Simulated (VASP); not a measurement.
Input of a VASP 6.6.1 run:

The input INCAR:

```
SYSTEM = Li8Cl7
  PREC = Accurate
  ENCUT = 520
  EDIFF = 1E-7
  ISMEAR = 0
  SIGMA = 0.05
  LREAL = Auto
  LASPH = .True.
  NELM = 60
  ALGO = Normal
  ISIF = 2
  LWAVE = .False.
  LCHARG = .False.
  GGA = PE
  NBANDS = 50
```

Contents of KPOINTS:

```
Automatic mesh
0
Gamma
  4 4 4
  0 0 0
```

Contents of POSCAR:

```
Li8Cl7
1.0
   -1.9626901213      3.3994790095     -6.2893910683
   -1.9626901213      3.3994790095      6.2893910683
    7.8507604851      0.0000000001      0.0000000000
Li Cl
8 7
Direct
    0.6523886476      0.6047716372      0.3301005141
    0.2308128214      0.1335000620      0.3470837383
    0.7242727019      0.5967303069      0.8238338907
    0.2387528356      0.0840233889      0.8500521344
    0.0825157917      0.5980028976      0.1548203274
    0.6720352748      0.0405868632      0.1623985897
    0.1647913389      0.5044114988      0.6472928079
    0.6514089727      0.0335715768      0.6634626757
    0.4409186291      0.9308042105      0.3268457713
    0.9261676779      0.4219330126      0.8088562783
    0.4299132621      0.8983788048      0.8254792297
    0.8539276904      0.7866116347      0.1741345096
    0.0506516138      0.3571091037      0.2985328538
    0.8374995976      0.8357212060      0.6717829377
    0.3481006212      0.3141305600      0.6931014655
```

Potentials or basis: VASP PAW PBE potentials, release 64 (Li_sv, Cl).

Launch:

```bash
$ cat potpaw_PBE.64/Li_sv/POTCAR potpaw_PBE.64/Cl/POTCAR > POTCAR
$ mpirun -np 1 vasp_std > vasp.out
```

Question: Predict the largest force.

Answer: 0.275 eV/Å.

Question: Estimate the band gap on the k mesh.

Answer: Zero (an odd number of electrons rules out a gap without spin polarisation).

Forces in eV/Å, atoms in the order of the input:
```
Li  -0.027  0.019  0.006
Li  -0.062  0.023  0.023
Li  -0.014  0.009 -0.015
Li   0.004  0.027  0.005
Li  -0.017  0.014  0.021
Li  -0.003  0.014  0.001
Li   0.029  0.011 -0.006
Li   0.008  0.003 -0.015
Cl   0.001  0.006 -0.059
Cl   0.007 -0.004 -0.020
Cl   0.007  0.014 -0.003
Cl  -0.013  0.010 -0.080
Cl   0.122 -0.161  0.187
Cl  -0.015  0.015 -0.020
Cl  -0.027  0.002 -0.025
```

Caveat: an odd number of electrons without spin polarisation forces a metal; a magnetic or distorted state may lie lower.
